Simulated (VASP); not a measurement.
# AlN (P6_3mc) in VASP: notebook, part 2 of 2

VASP 6.6.1. Earlier steps stand in the parts before.

## Step 5: Single point, r2SCAN (strain -0.040 along x and y, -0.080 along z)

File POSCAR:

```
AlN
1.0
    2.9823987248      0.0000000000      0.0000000000
   -1.4911993624      2.5828330599      0.0000000000
    0.0000000000      0.0000000000      4.5801324555
Al N
2 2
Direct
    0.3333333333      0.6666666667      0.0016929024
    0.6666666667      0.3333333333      0.5016929024
    0.3333333333      0.6666666667      0.3833070976
    0.6666666667      0.3333333333      0.8833070976
```

File INCAR.step1:

```
PREC = Accurate ; ENCUT = 520
ISMEAR = 0 ; SIGMA = 0.05
LREAL = False ; LASPH = True
NELM = 100 ; NBANDS = 16
GGA = PE ; ALGO = Normal
EDIFF = 1E-4 ; LWAVE = True
LCHARG = False
```

File INCAR.step2:

```
PREC = Accurate ; ENCUT = 520
EDIFF = 1E-6 ; ISMEAR = 0
SIGMA = 0.05 ; LREAL = False
LASPH = True ; NELM = 100
ALGO = Normal ; ISIF = 2
LWAVE = False ; LCHARG = False
METAGGA = R2SCAN ; LMIXTAU = True
NBANDS = 16 ; ISTART = 1
```

File KPOINTS:

```
Automatic mesh
0
Gamma
  12 12 6
```

Potentials or basis: VASP PAW PBE potentials, release 64 (Al, N).

On the command line:

```console
$ cat potpaw_PBE.64/Al/POTCAR potpaw_PBE.64/N/POTCAR > POTCAR
$ cp INCAR.step1 INCAR
$ mpirun -np 1 vasp_std > vasp.out
$ cp INCAR.step2 INCAR
$ mpirun -np 1 vasp_std > vasp.out
```

OUTCAR:

```text
PREC = Accurate
   ENCUT = 520
   EDIFF = 1E-6
   ISMEAR = 0
   LREAL = False
   LASPH = True
   NELM = 100
   ISIF = 2
   METAGGA = R2SCAN
   ISTART = 1

 ion  position               nearest neighbor table
   1  0.333  0.667  0.002-   3 1.75   4 1.81   4 1.81   4 1.81   2 2.87   2 2.87   2 2.87   2 2.87
                             2 2.87   2 2.87
   2  0.667  0.333  0.502-   4 1.75   3 1.81   3 1.81   3 1.81   1 2.87   1 2.87   1 2.87   1 2.87
                             1 2.87   1 2.87
   3  0.333  0.667  0.383-   1 1.75   2 1.81   2 1.81   2 1.81
   4  0.667  0.333  0.883-   2 1.75   1 1.81   1 1.81   1 1.81

  LATTYP: Found a hexagonal cell.
 ALAT       =     2.9823987248
 C/A-ratio  =     1.5357210347

  Lattice vectors:

 A1 = (   2.9823987248,   0.0000000000,   0.0000000000)
 A2 = (  -1.4911993624,   2.5828330599,   0.0000000000)
 A3 = (   0.0000000000,   0.0000000000,   4.5801324555)

Analysis of symmetry for initial positions (statically):
=====================================================================
 Subroutine PRICEL returns:
 Original cell was already a primitive cell.

 Routine SETGRP: Setting up the symmetry group for a
 hexagonal supercell.

 Subroutine GETGRP returns: Found 12 space group operations
 (whereof  6 operations were pure point group operations)
 out of a pool of 24 trial point group operations.

The static configuration has the point symmetry C_3v.
 The point group associated with its full space group is C_6v.

Analysis of symmetry for dynamics (positions and initial velocities):
=====================================================================
 Subroutine PRICEL returns:
 Original cell was already a primitive cell.

 Routine SETGRP: Setting up the symmetry group for a
 hexagonal supercell.

 Subroutine GETGRP returns: Found 12 space group operations
 (whereof  6 operations were pure point group operations)
 out of a pool of 24 trial point group operations.

The dynamic configuration has the point symmetry C_3v.
 The point group associated with its full space group is C_6v.

 Subroutine INISYM returns: Found 12 space group operations
 (whereof  6 operations are pure point group operations),
 and found     1 'primitive' translations

----------------------------------------------------------------------------------------

                                     Primitive cell

  volume of cell :      35.2809

  direct lattice vectors                    reciprocal lattice vectors
     2.982398725  0.000000000  0.000000000     0.335300573  0.193585876  0.000000000
    -1.491199362  2.582833060  0.000000000     0.000000000  0.387171752  0.000000000
     0.000000000  0.000000000  4.580132456     0.000000000  0.000000000  0.218334297

  length of vectors
     2.982398725  2.982398725  4.580132456     0.387171752  0.387171752  0.218334297

  position of ions in fractional coordinates (direct lattice)
     0.333333333  0.666666667  0.001692902
     0.666666667  0.333333333  0.501692902
     0.333333333  0.666666667  0.383307098
     0.666666667  0.333333333  0.883307098

  ion indices of the primitive-cell ions
   primitive index   ion index
                 1           1
                 2           2
                 3           3
                 4           4
[... 20 lines left out ...]
     0.000000000  0.000000000  0.000000000

 Subroutine IBZKPT returns following result:
 ===========================================

 Found     76 irreducible k-points:

 Following reciprocal coordinates:
            Coordinates               Weight
  0.000000  0.000000  0.000000      1.000000
  0.083333 -0.000000  0.000000      6.000000
  0.166667 -0.000000  0.000000      6.000000
  0.250000  0.000000  0.000000      6.000000
  0.333333 -0.000000  0.000000      6.000000
  0.416667  0.000000  0.000000      6.000000
[... 16 lines left out ...]
  0.250000  0.000000  0.166667     12.000000
  0.333333 -0.000000  0.166667     12.000000
 [... further k-points ...]
   k-points           NKPTS =     76   k-points in BZ     NKDIM =     76   number of bands    NBANDS=     16
   number of dos      NEDOS =    301   number of ions     NIONS =      4
   total plane-waves  NPLWV =  20736
   dimension x,y,z NGX =    24 NGY =   24 NGZ =   36
   dimension x,y,z NGXF=    48 NGYF=   48 NGZF=   72
   ions per type =               2   2
   NGX,Y,Z   is equivalent  to a cutoff of  13.38, 13.38, 13.07 a.u.
   NGXF,Y,Z  is equivalent  to a cutoff of  26.76, 26.76, 26.13 a.u.
 SYSTEM =  unknown system
   PREC   = accura    normal or accurate (medium, high low for compatibility)
   ISTART =      1    job   : 0-new  1-cont  2-samecut
   ICHARG =      0    charge: 1-file 2-atom 10-const
   ISPIN  =      1    spin polarized calculation?
   LNONCOLLINEAR =      F non collinear calculations
   LSORBIT =      F    spin-orbit coupling
   LASPH  =      T    aspherical Exc in radial PAW
   ENCUT  =  520.0 eV  38.22 Ry    6.18 a.u.   5.55  5.55  8.52*2*pi/ulx,y,z
   NELM   =    100;   NELMIN=  2; NELMDL=  0     # of ELM steps
   EDIFF  = 0.1E-05   stopping-criterion for ELM
   LREAL  =      F    real-space projection
   EDIFFG = 0.1E-04   stopping-criterion for IOM
   NSW    =      0    number of steps for IOM
   IBRION =     -1    ionic relax: 0-MD 1-quasi-New 2-CG
   NFREE  =      0    steps in history (QN), initial steepest desc. (CG)
   ISIF   =      2    stress and relaxation
   ISYM   =      2    0-nonsym 1-usesym 2-fastsym
   POTIM  = 0.5000    time-step for ionic-motion
   TEBEG  =    0.0;   TEEND  =   0.0 temperature during run
   PSTRESS=    0.0 pullay stress
   NELECT =      16.0000    total number of electrons
   NUPDOWN=      -1.0000    fix difference up-down
   EMIN   =  10.00;   EMAX   =-10.00  energy-range for DOS
   EFERMI =   0.00;   METHOD = LEGACY
   ISMEAR =     0;   SIGMA  =   0.05  broadening in eV -4-tet -1-fermi 0-gaus
   EFERMI_NEDOS =   21; number of points for ismear=-14 and -15
   IALGO  =     38    algorithm
   IMIX   =      4    mixing-type and parameters
     AMIX     =   0.40;   BMIX     =  1.00
     AMIX_MAG =   1.60;   BMIX_MAG =  1.00
  volume/ion in A,a.u.               =       8.82        59.52
  Fermi-wavevector in a.u.,A,eV,Ry     =   1.257771  2.376842 21.524241  1.581987
  Thomas-Fermi vector in A             =   2.391413
   LORBIT       =      0    0 simple, 1 ext, 2 COOP (PROOUT), +10 PAW based schemes
   METAGGA = R2SCAN    functional components
   LHFCALC =     F    Hartree Fock is set to
   AEXX    =    0.0000 exact exchange contribution
   IVDW    =     0    specifies the selected vdW correction
   LEPSILON=     F    determine dielectric tensor
   LRPA    =     F    only Hartree local field effects (RPA)
 non-spin polarized calculation
 Gauss-broadening in eV      SIGMA  =   0.05
  energy-cutoff  :      520.00
  volume of cell :       35.28
 maximum number of plane-waves:      1002
 NGX is ok and might be reduce to    24
   NGX = 11   NGY = 11   NGZ = 17

 number of electron      16.0000000 magnetization

 Free energy of the ion-electron system (eV)
  ---------------------------------------------------
  ext. energy  EPLUGINS =         0.00000000
  ---------------------------------------------------
  free energy    TOTEN  =       -37.56356746 eV

  energy without entropy =      -37.56356746  energy(sigma->0) =      -37.56356746

 E-fermi :   8.0538     XC(G=0): -12.1923

 val. band max:        7.7875424184   @ k =   0.0000   0.0000   0.0000
 cond. band min:      13.6047996892   @ k =   0.3333   0.3333   0.0000
 fundamental gap:      5.8172572707
 Fermi energy:         8.0537519006

 k-point     1 :       0.0000    0.0000    0.0000
  band No.  band energies     occupation
      1      -9.4472      2.00000
      2      -6.5505      2.00000
      3       0.8907      2.00000
      4       6.4481      2.00000
      5       6.4481      2.00000
      6       7.2751      2.00000
[... 433 lines left out ...]
      3       1.9970      2.00000
      4       3.2784      2.00000
      5       3.9760      2.00000
      6       5.4107      2.00000
[... 8 lines left out ...]
     15      23.3524      0.00000
     16      24.4716      0.00000

 [... further k-points ...]
[... 5 lines left out ...]
  --------------------------------------------------------------------------------------
  -------------------------------------------------------------------------------------
  Total        8.5986924      8.5986924     14.2706729      0.0000000      0.0000000     -0.0000000
  in kB      390.4837059    390.4837059    648.0596085      0.0000000      0.0000000     -0.0000000
  external PRESSURE =     476.3423401 kB  Pullay stress =       0.0000000 kB

 VOLUME and BASIS-vectors are now :
 -----------------------------------------------------------------------------
  energy-cutoff  :      520.00
  volume of cell :       35.28
      direct lattice vectors                 reciprocal lattice vectors
     2.982398725  0.000000000  0.000000000     0.335300573  0.193585876  0.000000000
    -1.491199362  2.582833060  0.000000000     0.000000000  0.387171752  0.000000000
     0.000000000  0.000000000  4.580132456     0.000000000  0.000000000  0.218334297

 POSITION                                       TOTAL-FORCE (eV/Angst)
 -----------------------------------------------------------------------------------
     -0.00000      1.72189      0.00775        -0.000000     -0.000000     -1.267838
      1.49120      0.86094      2.29782         0.000000      0.000000     -1.267838
     -0.00000      1.72189      1.75560         0.000000      0.000000      1.267838
      1.49120      0.86094      4.04566         0.000000      0.000000      1.267838
 -----------------------------------------------------------------------------------
    total drift:                               -0.000000     -0.000000      0.003412

  FREE ENERGIE OF THE ION-ELECTRON SYSTEM (eV)
  ---------------------------------------------------
  free  energy   TOTEN  =       -37.5635674559 eV

  energy  without entropy=      -37.5635674559  energy(sigma->0) =      -37.56356746
```

Run time: 48 s. Hardware: 1 thread of Intel Xeon 6975P-C (Granite Rapids), shared host; peak memory 0.17 GiB.

Results:

| Property | Result |
| --- | --- |
| Free energy | -37.5636 eV |
| Pressure | 47.6 GPa |
| Largest force | 1.268 eV/Å |
| Band gap on the k mesh | 5.82 eV, indirect (least direct gap 6.34 eV) |

Forces on the atoms (eV/Å):
```
Al   0.000  0.000 -1.268
Al   0.000  0.000 -1.268
N    0.000  0.000  1.268
N    0.000  0.000  1.268
```

Stress tensor (GPa, compression positive):
```
39.05  0.00  0.00
 0.00 39.05  0.00
 0.00  0.00 64.81
```

Caveat: the cell differs from its parent crystal (strain -0.040 along x and y, -0.080 along z); the PAW data sets were made with another functional, which shifts forces and pressure a little.

## Step 6: Single point, r2SCAN (strain -0.080 along x and y, +0.040 along z)

File POSCAR:

```
AlN
1.0
    2.8581321112      0.0000000000      0.0000000000
   -1.4290660556      2.4752150157      0.0000000000
    0.0000000000      0.0000000000      5.1775410366
Al N
2 2
Direct
    0.3333333333      0.6666666667      0.0016929024
    0.6666666667      0.3333333333      0.5016929024
    0.3333333333      0.6666666667      0.3833070976
    0.6666666667      0.3333333333      0.8833070976
```

File INCAR.step1:

```
PREC     = Accurate       # precision mode
ENCUT    = 520            # plane-wave cutoff, eV
ISMEAR   = 0              # smearing method
SIGMA    = 0.05           # smearing width, eV
LREAL    = F              # projectors in reciprocal space
LASPH    = T              # aspherical terms in the spheres
NELM     = 80             # most SCF steps
NBANDS   = 16             # bands
GGA      = PE             # functional
ALGO     = Normal         # electronic algorithm
EDIFF    = 1E-4           # SCF threshold, eV
LWAVE    = T              # write WAVECAR
LCHARG   = F              # write CHGCAR
```

File INCAR.step2:

```
PREC     = Accurate       # precision mode
ENCUT    = 520            # plane-wave cutoff, eV
EDIFF    = 1E-6           # SCF threshold, eV
ISMEAR   = 0              # smearing method
SIGMA    = 0.05           # smearing width, eV
LREAL    = F              # projectors in reciprocal space
LASPH    = T              # aspherical terms in the spheres
NELM     = 80             # most SCF steps
ALGO     = Normal         # electronic algorithm
ISIF     = 2              # what is computed and relaxed
LWAVE    = F              # write WAVECAR
LCHARG   = T              # write CHGCAR
METAGGA  = R2SCAN         # meta-GGA
LMIXTAU  = T            
LELF     = T              # ELF
LVHAR    = T            
NBANDS   = 16             # bands
ISTART   = 1
```

File KPOINTS:

```
regular mesh
0
Gamma
  12 12 6
```

Potentials or basis: VASP PAW PBE potentials, release 64 (Al, N).

On the command line:

```console
$ cat potpaw_PBE.64/Al/POTCAR potpaw_PBE.64/N/POTCAR > POTCAR
$ cp INCAR.step1 INCAR
$ mpirun -np 1 vasp_std > vasp.out
$ cp INCAR.step2 INCAR
$ mpirun -np 1 vasp_std > vasp.out
```

It took 51 s on 1 thread of Intel Xeon 6975P-C (Granite Rapids), shared host; peak memory 0.18 GiB.

The run converged. Its results:

| Item | Value |
| --- | --- |
| Free energy | -37.2645 eV |
| Pressure | 41.0 GPa |
| Largest force | 1.744 eV/Å |
| Band gap on the k mesh | 5.29 eV, indirect (least direct gap 5.50 eV) |

Forces in eV/Å, atoms in the order of the input:
```
Al   0.000  0.000  1.744
Al   0.000  0.000  1.744
N    0.000  0.000 -1.744
N    0.000  0.000 -1.744
```

Stress tensor (GPa, compression positive):
```
65.06  0.00  0.00
 0.00 65.06  0.00
 0.00  0.00 -7.18
```

Levels at points of the mesh, in eV from the valence-band top:
```csv
k point,band 5,band 6,band 7,band 8,band 9,band 10,band 11,band 12
"(0.00, 0.00, 0.00)",-0.38,-0.38,0.00,0.00,5.50,10.20,12.09,13.45
"(0.50, 0.00, 0.00)",-3.61,-1.97,-1.73,-0.73,5.91,7.69,10.12,11.54
"(0.00, 0.00, 0.50)",-0.19,-0.19,-0.19,-0.19,8.79,8.79,12.10,12.10
"(0.50, 0.00, 0.50)",-1.84,-1.84,-1.27,-1.27,5.90,5.90,10.99,10.99
```

Caveat: the cell differs from its parent crystal (strain -0.080 along x and y, +0.040 along z); the PAW data sets were made with another functional, which shifts forces and pressure a little. A k mesh can miss the band edges.

## Step 7: Overview

| cell | gap on the mesh (eV) | pressure (GPa) | largest force (eV/Å) |
| --- | --- | --- | --- |
| a = 2.858, b = 2.858, c = 4.580 Å, angles 90.0, 90.0, 120.0°, 4 atoms | 5.82 | 85.3 | 0.15 |
| a = 2.858, b = 2.858, c = 4.779 Å, angles 90.0, 90.0, 120.0°, 4 atoms | 5.81 | 66.7 | 0.98 |
| a = 2.858, b = 2.858, c = 4.978 Å, angles 90.0, 90.0, 120.0°, 4 atoms | 5.54 | 52.3 | 1.56 |
| a = 2.982, b = 2.982, c = 4.580 Å, angles 90.0, 90.0, 120.0°, 4 atoms | 5.82 | 47.6 | 1.27 |
| a = 2.858, b = 2.858, c = 5.178 Å, angles 90.0, 90.0, 120.0°, 4 atoms | 5.29 | 41.0 | 1.74 |

Alike in all rows: task single point; level r2SCAN; potentials or basis VASP PAW PBE potentials, release 64 (Al, N); no spin polarisation; k mesh 12 × 12 × 6; cutoff (eV) 520; smearing gaussian 0.05 eV.

Caveats: the PAW data sets were made with another functional, which shifts forces and pressure a little.

Absolute energies hang on the potentials; compare differences alone.
